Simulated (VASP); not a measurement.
BiTe: single point with PBE

Crystal: BiTe.

```
Bi Te
1.0
     0.00000    3.23500    3.23500
     3.23500    0.00000    3.23500
     3.23500    3.23500    0.00000
Bi Te
1 1
Direct
  0.03091 0.03091 0.96909
  0.50000 0.50000 0.50000
```

This cell differs from its parent crystal: all Bi atoms moved -0.200 Å, as atom 1 towards its neighbour atom 2 (Te) at 3.235 Å.

* Program: VASP 6.6.1
* Task: single point
* Functional: PBE
* Potentials or basis: VASP PAW PBE potentials, release 64 (Bi_d, Te)
* Cutoff: 520 eV
* k mesh: 14 × 14 × 14
* Occupations: gaussian, width 0.15 eV
* Spin: no spin polarisation

| Quantity | Value |
| --- | --- |
| Pressure | 1.4 GPa |
| Largest force | 0.542 eV/Å |
| Band gap on the k mesh | zero (an odd number of electrons rules out a gap without spin polarisation) |

Forces in eV/Å, atoms in the order of the input:
```
Bi   0.000  0.000 -0.542
Te   0.000  0.000  0.542
```

Stress tensor (GPa, compression positive):
```
1.09 0.00 0.00
0.00 1.09 0.00
0.00 0.00 2.09
```

Levels at points of the mesh, in eV from the Fermi level:
```csv
k point,band 8,band 9,band 10,band 11,band 12,band 13
"(0.00, 0.00, 0.00)",-2.74,-2.58,-2.58,1.89,1.89,2.16
"(0.50, 0.00, 0.00)",-2.27,-2.03,-1.78,-0.78,-0.65,-0.39
"(0.50, 0.50, 0.00)",-5.64,-4.09,-4.09,2.17,3.53,3.53
"(0.00, 0.50, 0.50)",-5.73,-4.12,-4.04,1.80,3.61,3.85
```

Run time: 100 s on 1 thread of Intel(R) Xeon(R) 6975P-C (Granite Rapids), on a shared host, peak memory 0.43 GiB.

Caveat: the cell differs from its parent crystal (all Bi atoms moved -0.200 Å, as atom 1 towards its neighbour atom 2 (Te) at 3.235 Å); spin-orbit coupling is left out, which moves the levels of the heavy elements.
